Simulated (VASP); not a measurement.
Crystal: AlClF2.

```
Al Cl F
1.0
     3.73185    0.00000    0.00000
    -1.86592    3.23187    0.00000
     0.00000    0.00000    6.88268
Al Cl F
1 1 2
Cartesian
  0.0000 0.0000 3.4413
  0.0000 0.0000 0.0000
  0.0000 0.0000 1.8444
  0.0000 0.0000 5.0383
```

The cell was generated, and may not be a known phase.

- Program: VASP 6.6.1
- Task: relaxation of cell and atoms
- Functional: PBE
- Potentials or basis: VASP PAW PBE potentials, release 64 (Al, Cl, F)
- Cutoff: 600 eV
- k mesh: 6 × 6 × 4
- Occupations: gaussian, width 0.1 eV
- Spin: no spin polarisation

At the start: pressure 15.9 GPa; volume 20.75 Å³/atom.

Task: Where does the relaxation end?

Result: Over 33 steps the energy falls by 673.2 meV/atom and the volume is 18.47 Å³/atom (-11.0 %); space group P6/mmm (No. 191, to 0.1 Å) before and after.

Step by step:
```
step  energy change (eV)  largest force (eV/Å)  pressure (GPa)  volume (Å³)
   1              0.0000                1.4714           15.91        83.01
   2              0.6798                1.5258           -9.79       107.10
   3             -1.2860                1.4787           -1.88        92.67
   4             -1.3018                1.4279           -0.96        91.89
   5             -1.3040                1.3969           -0.53        91.51
   6             -1.4602                1.1763           -0.87        91.18
   7             -1.8693                0.5806            1.64        90.03
   8             -0.0336               12.9917           22.29        87.14
   9             -1.9382                0.5574            3.68        89.73
  10             -1.9499                1.0956            4.51        89.53
  11             -1.9918                1.1425            4.31        89.71
  12             -2.0998                1.3481            3.79        90.23
  13             -2.2297                1.9469            3.21        91.15
  14             -2.1333                3.7852            3.99        92.51
  15             -2.3134                1.4936           -1.65        94.51
  16             -2.3134                1.4564           -1.76        94.54
  17             -2.3574                1.2697           -1.84        93.66
  18             -2.4635                0.7676           -2.03        91.05
  19             -2.5734                0.0295           -2.12        85.94
  20             -2.5819                0.2748           -2.06        84.23
  21             -2.6046                0.0448           -0.95        82.12
  22             -2.6143                0.4024            0.33        79.94
  23             -2.6263                0.3268            0.28        79.19
  24             -2.6555                0.1075            0.15        76.98
  25             -2.6781                0.2998            0.20        72.63
  26             -2.6784                0.2604            0.18        73.06
  27             -2.6807                0.2297            0.21        73.06
  28             -2.6863                0.1355            0.33        73.03
  29             -2.6914                0.0563            0.55        72.97
  30             -2.6912                0.1954           -0.35        73.48
  31             -2.6922                0.0623            0.12        73.21
  32             -2.6925                0.0436            0.08        73.41
  33             -2.6929                0.0002            0.00        73.87
```

Final structure:
```cif
data_structure
_symmetry_space_group_name_H-M 'P 1'
_symmetry_Int_Tables_number 1
_cell_length_a 3.0448
_cell_length_b 3.0448
_cell_length_c 9.2004
_cell_angle_alpha 90.000
_cell_angle_beta 90.000
_cell_angle_gamma 120.000
_cell_volume 73.87
loop_
_atom_site_label
_atom_site_type_symbol
_atom_site_fract_x
_atom_site_fract_y
_atom_site_fract_z
_atom_site_occupancy
Al1 Al 0.00000 0.00000 0.50000 1
Cl1 Cl 0.00000 0.00000 0.00000 1
F1 F 0.00000 0.00000 0.32083 1
F2 F 0.00000 0.00000 0.67917 1
```

Caveat: a cell axis changed by over 15 % at a fixed basis, so the end point is rough; this functional lacks dispersion, which binds layers or chains, so the pressure and a relaxed spacing across them are unreliable.
